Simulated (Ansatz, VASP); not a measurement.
# Na: VASP beside Ansatz

The input INCAR:

```
PREC     = Accurate       # precision mode
ENCUT    = 520            # plane-wave cutoff, eV
EDIFF    = 1E-6           # SCF threshold, eV
ISMEAR   = 0              # smearing method
SIGMA    = 0.1            # smearing width, eV
LREAL    = False          # projectors in reciprocal space
LASPH    = True           # aspherical terms in the spheres
NELM     = 60             # most SCF steps
ALGO     = Fast           # electronic algorithm
ISIF     = 2              # what is computed and relaxed
LWAVE    = False          # write WAVECAR
LCHARG   = True           # write CHGCAR
GGA      = PS             # functional
LELF     = True           # ELF
LVHAR    = True         
NBANDS   = 38             # bands
```

File KPOINTS:

```
Automatic mesh
0
Gamma
  4 4 4
```

Contents of POSCAR:

```
Na
1.0
    6.6966880000      0.0000000000      0.0000000000
    0.0000000000      6.6966880000      0.0000000000
    0.0000000000      0.0000000000      6.6966880000
Na
8
Direct
    0.0000000000      0.0000000000      0.0000000000
    0.5000000000      0.2500000000      0.0000000000
    0.5000000000      0.7500000000      0.0000000000
    0.0000000000      0.5000000000      0.2500000000
    0.2500000000      0.0000000000      0.5000000000
    0.7500000000      0.0000000000      0.5000000000
    0.5000000000      0.5000000000      0.5000000000
    0.0000000000      0.5000000000      0.7500000000
```

Input for Ansatz:

```yaml
crystal:
  lattice:
    - [6.696688, 0.0, 0.0]
    - [0.0, 6.696688, 0.0]
    - [0.0, 0.0, 6.696688]
  atoms:
    - { symbol: Na, position: [0.0, 0.0, 0.0] }
    - { symbol: Na, position: [0.5, 0.25, 0.0] }
    - { symbol: Na, position: [0.5, 0.75, 0.0] }
    - { symbol: Na, position: [0.0, 0.5, 0.25] }
    - { symbol: Na, position: [0.25, 0.0, 0.5] }
    - { symbol: Na, position: [0.75, 0.0, 0.5] }
    - { symbol: Na, position: [0.5, 0.5, 0.5] }
    - { symbol: Na, position: [0.0, 0.5, 0.75] }
basis:
  ecutwfc: 420
kpoints:
  mp_grid: { grid: [4, 4, 4] }
hamiltonian:
  xc: pbesol
scf:
  occupations: { method: gaussian, width: 0.1 }
  lower_state_search: "off"
output:
  forces: true
  stress: true
  eigenvalues: true
```

Alike in both runs: task single point; functional PBEsol; k mesh 4 × 4 × 4; occupations gaussian, width 0.1 eV; no spin polarisation.

```csv
,VASP,Ansatz
version,VASP 6.6.1,Ansatz 0.2.0
potentials or method,"VASP PAW PBE potentials, release 64 (Na_pv), cutoff 520 eV","scalar-relativistic, plane waves, PAW"
valence electrons in the cell,56,72
```

```csv
,VASP,Ansatz,Ansatz less VASP
gap on the k mesh at the Fermi level (eV),none,none,-
pressure (GPa),-1.0,-0.2,+0.77
```

VASP's potentials were made for PBE, not for PBEsol. A gap of «none» marks a metal or a gap that the smearing closes. VASP's potentials hold 56 valence electrons a cell and Ansatz's 72, so a difference there can come from the potentials and not from the codes.
